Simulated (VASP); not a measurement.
The system is K2S.

```
S K
1.0
     0.00000    3.70276    3.70276
     3.70276    0.00000    3.70276
     3.70276    3.70276    0.00000
S K
1 2
Direct
  0.00000 0.00000 0.00000
  0.25000 0.25000 0.25000
  0.75000 0.75000 0.75000
```

Base run:

- Program: VASP 6.6.1
- Functional: r2SCAN
- Potentials or basis: VASP PAW PBE potentials, release 64 (S, K_sv)
- Cutoff: 550 eV
- k mesh: 4 × 4 × 4
- Occupations: gaussian, width 0.01 eV
- Spin: no spin polarisation

Its results: band gap on the k mesh 2.76 eV, indirect (least direct gap 2.95 eV); pressure 0.0 GPa.

Q: The run is repeated on the same cell with these changes: functional from r2SCAN to PBE; cutoff from 550 eV to 500 eV. What comes out?

A: Band gap on the k mesh 2.38 eV, indirect (least direct gap 2.57 eV); pressure 0.5 GPa.

r2SCAN gives the wider gap, since meta-GGAs in the generalised Kohn-Sham scheme recover part of the derivative discontinuity.

Caveats: the PAW data sets were made with another functional, which shifts forces and pressure a little (some runs).

A k mesh can miss the band edges.
